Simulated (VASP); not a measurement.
# SiC (I-4m2) in VASP: notebook

SiC is run at these levels: PBE; tasks: relaxation of the atoms.

All numbers are computed with VASP 6.6.1; they aren't measurements. Logs are shortened: lines on timing, memory, paths and dates and some standing lists are left out, and cuts for length are marked.

## Step 1: The cell of the first run

The structure is tetragonal, space group I-4m2 (No. 119). The conventional cell has a = 3.082 Å, b = 3.082 Å, c = 4.227 Å, α = 90.00°, β = 90.00°, γ = 90.00°. Within 2.5 Å of Si (site symmetry -4m2) lie 4 C at 1.87 Å. C (site symmetry -4m2) has 4 Si at 1.87 Å within 2.5 Å.

## Step 2: Relaxation of the atoms, PBE (z stretched by -3 %)

File INCAR:

```
PREC = Accurate ; ENCUT = 520
EDIFF = 1E-7 ; ISMEAR = -1
SIGMA = 0.02 ; LREAL = F
LASPH = T ; NELM = 120
ALGO = Normal ; ISIF = 2
LWAVE = F ; LCHARG = F
GGA = PE ; IBRION = 2
NSW = 80 ; EDIFFG = -0.02
GGA_COMPAT = F ; NELMIN = 4
```

File KPOINTS:

```
regular mesh
0
Gamma
  17 17 17
```

File POSCAR:

```
SiC
1.0
    0.0000000000      2.1790000000      2.1136300000
    2.1790000000      0.0000000000      2.1136300000
    2.1790000000      2.1790000000      0.0000000000
Si C
1 1
Direct
    0.0000000000      0.0000000000      0.0000000000
    0.2500000000      0.2500000000      0.2500000000
```

Potentials or basis: VASP PAW PBE potentials, release 64 (Si, C).

Run with:

```sh
cat potpaw_PBE.64/Si/POTCAR potpaw_PBE.64/C/POTCAR > POTCAR
mpirun -np 1 vasp_std > vasp.out
```

OUTCAR:

```text
PREC = Accurate
   ENCUT = 520
   EDIFF = 1E-7
   ISMEAR = -1
   LREAL = F
   LASPH = T
   NELM = 120
   ISIF = 2
   GGA = PE
   IBRION = 2
   NSW = 80
   EDIFFG = -0.02
   NELMIN = 4

 ion  position               nearest neighbor table
   1  0.000  0.000  0.000-   2 1.87   2 1.87   2 1.87   2 1.87
   2  0.250  0.250  0.250-   1 1.87   1 1.87   1 1.87   1 1.87

  LATTYP: Found a body centered tetragonal cell.
 ALAT       =     3.0815713524
 C/A-ratio  =     1.3717871555

  Lattice vectors:

 A1 = (   0.0000000000,  -2.1790000000,  -2.1136300000)
 A2 = (   0.0000000000,   2.1790000000,  -2.1136300000)
 A3 = (   2.1790000000,   0.0000000000,   2.1136300000)

Analysis of symmetry for initial positions (statically):
=====================================================================
 Subroutine PRICEL returns:
 Original cell was already a primitive cell.

 Routine SETGRP: Setting up the symmetry group for a
 body centered tetragonal supercell.

 Subroutine GETGRP returns: Found  8 space group operations
 (whereof  8 operations were pure point group operations)
 out of a pool of 16 trial point group operations.

The static configuration has the point symmetry D_2d.

Analysis of symmetry for dynamics (positions and initial velocities):
=====================================================================
 Subroutine PRICEL returns:
 Original cell was already a primitive cell.

 Routine SETGRP: Setting up the symmetry group for a
 body centered tetragonal supercell.

 Subroutine GETGRP returns: Found  8 space group operations
 (whereof  8 operations were pure point group operations)
 out of a pool of 16 trial point group operations.

The dynamic configuration has the point symmetry D_2d.

 Subroutine INISYM returns: Found  8 space group operations
 (whereof  8 operations are pure point group operations),
 and found     1 'primitive' translations

----------------------------------------------------------------------------------------

                                     Primitive cell

  volume of cell :      20.0712

  direct lattice vectors                    reciprocal lattice vectors
     0.000000000  2.179000000  2.113630000    -0.229463056  0.229463056  0.236559852
     2.179000000  0.000000000  2.113630000     0.229463056 -0.229463056  0.236559852
     2.179000000  2.179000000  0.000000000     0.229463056  0.229463056 -0.236559852

  length of vectors
[... 86 lines left out ...]
   IBRION =      2    ionic relax: 0-MD 1-quasi-New 2-CG
   NFREE  =      1    steps in history (QN), initial steepest desc. (CG)
   ISIF   =      2    stress and relaxation
   ISYM   =      2    0-nonsym 1-usesym 2-fastsym
   POTIM  = 0.5000    time-step for ionic-motion
   TEBEG  =    0.0;   TEEND  =   0.0 temperature during run
   PSTRESS=    0.0 pullay stress
   NELECT =       8.0000    total number of electrons
   NUPDOWN=      -1.0000    fix difference up-down
   EMIN   =  10.00;   EMAX   =-10.00  energy-range for DOS
   EFERMI =   0.00;   METHOD = LEGACY
   ISMEAR =    -1;   SIGMA  =   0.02  broadening in eV -4-tet -1-fermi 0-gaus
   EFERMI_NEDOS =   21; number of points for ismear=-14 and -15
   IALGO  =     38    algorithm
   IMIX   =      4    mixing-type and parameters
     AMIX     =   0.40;   BMIX     =  1.00
     AMIX_MAG =   1.60;   BMIX_MAG =  1.00
  volume/ion in A,a.u.               =      10.04        67.72
  Fermi-wavevector in a.u.,A,eV,Ry     =   1.204796  2.276735 19.749326  1.451535
  Thomas-Fermi vector in A             =   2.340511
   LORBIT       =      0    0 simple, 1 ext, 2 COOP (PROOUT), +10 PAW based schemes
   GGA     = PE    functional components
   LHFCALC =     F    Hartree Fock is set to
   AEXX    =    0.0000 exact exchange contribution
   IVDW    =     0    specifies the selected vdW correction
   LEPSILON=     F    determine dielectric tensor
   LRPA    =     F    only Hartree local field effects (RPA)
 conjugate gradient relaxation of ions
 non-spin polarized calculation
  energy-cutoff  :      520.00
  volume of cell :       20.07
 maximum number of plane-waves:       552
   NGX = 11   NGY = 11   NGZ = 11

 number of electron       8.0000000 magnetization

 Free energy of the ion-electron system (eV)
  ---------------------------------------------------
  ext. energy  EPLUGINS =         0.00000000
  ---------------------------------------------------
  free energy    TOTEN  =       -15.02197109 eV

  energy without entropy =      -15.02197109  energy(sigma->0) =      -15.02197109

 E-fermi :   8.9967     XC(G=0): -11.4909

 val. band max:        8.5882690959   @ k =   0.0000   0.0000   0.0000
 cond. band min:       9.6465929073   @ k =   0.4706   0.4706   0.0000
 fundamental gap:      1.0583238115
 Fermi energy:         8.9967152753

 k-point     1 :       0.0000    0.0000    0.0000
  band No.  band energies     occupation
      1      -7.1908      2.00000
      2       8.3900      2.00000
      3       8.3900      2.00000
      4       8.5883      2.00000
      5      15.0409      0.00000
      6      15.9254      0.00000
      7      16.0071      0.00000
      8      16.0071      0.00000
[... 243 lines left out ...]
 k-point    24 :      -0.1176    0.0588    0.0000
  band No.  band energies     occupation
      1      -6.7607      2.00000
      2       6.6617      2.00000
      3       7.8982      2.00000
      4       8.2707      2.00000
      5      15.3932      0.00000
      6      16.1589      0.00000
      7      16.2531      0.00000
      8      17.0920      0.00000

 [... further k-points ...]

------------------------ aborting loop because EDIFF is reached ----------------------------------------

  FORCE on cell =-STRESS in cart. coord.  units (eV):
  Direction    XX          YY          ZZ          XY          YZ          ZX
  --------------------------------------------------------------------------------------
  -------------------------------------------------------------------------------------
  Total        0.9951813      0.9951813      1.9145199      0.0000000      0.0000000      0.0000000
  in kB       79.4400210     79.4400210    152.8259320      0.0000000      0.0000000      0.0000000
  external PRESSURE =     103.9019913 kB  Pullay stress =       0.0000000 kB

 VOLUME and BASIS-vectors are now :
 -----------------------------------------------------------------------------
  energy-cutoff  :      520.00
  volume of cell :       20.07
      direct lattice vectors                 reciprocal lattice vectors
     0.000000000  2.179000000  2.113630000    -0.229463056  0.229463056  0.236559852
     2.179000000  0.000000000  2.113630000     0.229463056 -0.229463056  0.236559852
     2.179000000  2.179000000  0.000000000     0.229463056  0.229463056 -0.236559852

 POSITION                                       TOTAL-FORCE (eV/Angst)
 -----------------------------------------------------------------------------------
      0.00000      0.00000      0.00000        -0.000000     -0.000000      0.000000
      1.08950      1.08950      1.05682         0.000000      0.000000     -0.000000
 -----------------------------------------------------------------------------------
    total drift:                                0.000000      0.000000     -0.000000

  FREE ENERGIE OF THE ION-ELECTRON SYSTEM (eV)
  ---------------------------------------------------
  free  energy   TOTEN  =       -15.0219710921 eV

  energy  without entropy=      -15.0219710921  energy(sigma->0) =      -15.02197109

 reached required accuracy - stopping structural energy minimisation
```

CONTCAR:

```text
SiC
   1.00000000000000
     0.0000000000000000    2.1789999999999998    2.1136300000000001
     2.1789999999999998    0.0000000000000000    2.1136300000000001
     2.1789999999999998    2.1789999999999998    0.0000000000000000
  Si              C
     1     1
Direct
     0.0000000000000000    0.0000000000000000    0.0000000000000000
     0.2500000000000000    0.2500000000000000    0.2500000000000000

  0.00000000E+00  0.00000000E+00  0.00000000E+00
  0.00000000E+00  0.00000000E+00  0.00000000E+00
```

It took 48 s on 1 thread of AMD EPYC 7R13 (Zen 3), shared host; peak memory 0.16 GiB.

What came out:

```yaml
Free_energy: -15.0220 eV
Pressure_after_relaxing: 10.4 GPa
Band_gap_on_the_k_mesh: 1.06 eV (least direct gap 4.55 eV)
```

Final structure:
```xyz
2
Lattice="0.0000 2.1790 2.1136 2.1790 0.0000 2.1136 2.1790 2.1790 0.0000" Properties=species:S:1:pos:R:3 pbc="T T T"
Si    0.0000    0.0000    0.0000
C     1.0895    1.0895    1.0568
```

Caveat: the cell differs from its parent crystal (z stretched by -3 %). A k mesh can miss the band edges.

## Step 3: Relaxation of the atoms, PBE (z stretched by +2 %)

File INCAR:

```
PREC     = Accurate       # precision mode
ENCUT    = 520            # plane-wave cutoff, eV
EDIFF    = 1E-7           # SCF threshold, eV
ISMEAR   = -1             # smearing method
SIGMA    = 0.02           # smearing width, eV
LREAL    = False          # projectors in reciprocal space
LASPH    = True           # aspherical terms in the spheres
NELM     = 120            # most SCF steps
ALGO     = Normal         # electronic algorithm
ISIF     = 2              # what is computed and relaxed
LWAVE    = False          # write WAVECAR
LCHARG   = False          # write CHGCAR
GGA      = PE             # functional
IBRION   = 2              # ionic algorithm
NSW      = 80             # ionic steps
EDIFFG   = -0.02          # ionic threshold
GGA_COMPAT= False        
NELMIN   = 4
```

File KPOINTS:

```
Automatic mesh
0
Gamma
  17 17 17
```

File POSCAR:

```
SiC
1.0
    0.0000000000      2.1790000000      2.2225800000
    2.1790000000      0.0000000000      2.2225800000
    2.1790000000      2.1790000000      0.0000000000
Si C
1 1
Direct
    0.0000000000      0.0000000000      0.0000000000
    0.2500000000      0.2500000000      0.2500000000
```

Potentials or basis: VASP PAW PBE potentials, release 64 (Si, C).

Run with:

```sh
cat potpaw_PBE.64/Si/POTCAR potpaw_PBE.64/C/POTCAR > POTCAR
mpirun -np 1 vasp_std > vasp.out
```

Run time: 78 s. Hardware: 1 thread of Oxide Virtual Turin-like, shared host; peak memory 0.15 GiB.

Results (log left out):

- Free energy: -15.0561 eV
- Pressure after relaxing: -1.1 GPa
- Band gap on the k mesh: 1.31 eV (least direct gap 4.52 eV)

Stress tensor (GPa, compression positive):
```
 0.66  0.00  0.00
 0.00  0.66  0.00
 0.00  0.00 -4.63
```

Final structure:
```
CELL_PARAMETERS angstrom
0.00000 2.17900 2.22258
2.17900 0.00000 2.22258
2.17900 2.17900 0.00000
ATOMIC_POSITIONS crystal
Si 0.00000 0.00000 0.00000
C 0.25000 0.25000 0.25000
```

Levels at points of the mesh, in eV from the valence-band top:
| k point | band 1 | band 2 | band 3 | band 4 | band 5 | band 6 | band 7 | band 8 |
| --- | --- | --- | --- | --- | --- | --- | --- | --- |
| (0.00, 0.00, 0.00) | -15.30 | -0.14 | 0.00 | 0.00 | 5.95 | 7.11 | 7.11 | 7.16 |

Caveat: the cell differs from its parent crystal (z stretched by +2 %). A k mesh can miss the band edges.
